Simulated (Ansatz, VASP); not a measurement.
ReP in VASP and in Ansatz

The input INCAR:

```
SYSTEM = ReP
ALGO = Normal
EDIFF = 1E-6
ENCUT = 520
GGA = PS
ISIF = 2
ISMEAR = 0
LASPH = .True.
LCHARG = .False.
LREAL = .False.
LWAVE = .False.
NBANDS = 13
NELM = 100
PREC = Accurate
SIGMA = 0.05
```

File KPOINTS:

```
k-points
0
Gamma
  12 12 12
  0 0 0
```

POSCAR

```
ReP
1.0
    0.0000000000      2.6642753150      2.6642753150
    2.6642753150      0.0000000000      2.6642753150
    2.6642753150      2.6642753150      0.0000000000
Re P
1 1
Direct
    0.0000000000      0.0000000000      0.0000000000
    0.2500000000      0.2500000000      0.2500000000
```

Input for Ansatz:

```yaml
crystal:
  lattice:
    - [0.0, 2.664275315, 2.664275315]
    - [2.664275315, 0.0, 2.664275315]
    - [2.664275315, 2.664275315, 0.0]
  atoms:
    - { symbol: Re, position: [0.0, 0.0, 0.0] }
    - { symbol: P, position: [0.25, 0.25, 0.25] }
basis:
  ecutwfc: 420
  ecutrho_ratio: 4
kpoints:
  mp_grid: { grid: [12, 12, 12] }
hamiltonian:
  xc: pbesol
scf:
  occupations: { method: gaussian, width: 0.05 }
output:
  forces: true
  stress: true
  eigenvalues: true
```

Alike in both runs: task single point; functional PBEsol; k mesh 12 × 12 × 12; occupations gaussian, width 0.05 eV; no spin polarisation.

|  | VASP | Ansatz |
| --- | --- | --- |
| version | VASP 6.6.1 | Ansatz 0.2.0 |
| potentials or method | VASP PAW PBE potentials, release 64 (Re, P), cutoff 520 eV | scalar-relativistic, plane waves, PAW |
| valence electrons in the cell | 12 | 20 |

|  | VASP | Ansatz | Ansatz less VASP |
| --- | --- | --- | --- |
| gap on the k mesh at the Fermi level (eV) | none | none | - |
| pressure (GPa) | -5.5 | -6.4 | -0.95 |

VASP's potentials were made for PBE, not for PBEsol. A gap of «none» marks a metal or a gap that the smearing closes. VASP's potentials hold 12 valence electrons a cell and Ansatz's 20, so a difference there can come from the potentials and not from the codes.

Spin-orbit coupling is off throughout.
